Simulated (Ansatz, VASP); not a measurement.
## Two plane-wave programs on TaN

```
CELL_PARAMETERS angstrom
3.08378 0.00000 0.00000
-1.54189 2.67063 0.00000
0.00000 0.00000 6.17026
ATOMIC_POSITIONS crystal
Ta 0.33333 0.66667 0.19078
Ta 0.66667 0.33333 0.80922
N 0.00000 0.00000 0.61578
N 0.00000 0.00000 0.38422
```

Alike in both runs: functional PBE; k mesh 18 × 18 × 8; occupations gaussian, width 0.1 eV; no spin polarisation.

Ansatz relaxed the structure, and its values are those at the end. VASP's run is a single point on that final structure, the one shown.

|  | VASP | Ansatz |
| --- | --- | --- |
| version | VASP 6.6.1 | Ansatz 0.2.0 |
| potentials or method | VASP PAW PBE potentials, release 64 (Ta_pv, N), cutoff 520 eV | scalar-relativistic, plane waves, PAW |
| valence electrons in the cell | 32 | 36 |

```csv
,VASP,Ansatz,Ansatz less VASP
gap on the k mesh at the Fermi level (eV),none,none,-
pressure (GPa),0.3,0.0,-0.28
rms of the force components (eV/Å),0.015,0.000,-0.0152
```

A gap of «none» marks a metal or a gap that the smearing closes. With one functional, cell and mesh, what is left measures potentials, basis and numerics. VASP's potentials hold 32 valence electrons a cell and Ansatz's 36, so a difference there can come from the potentials and not from the codes.

Neither program's run includes spin-orbit coupling.
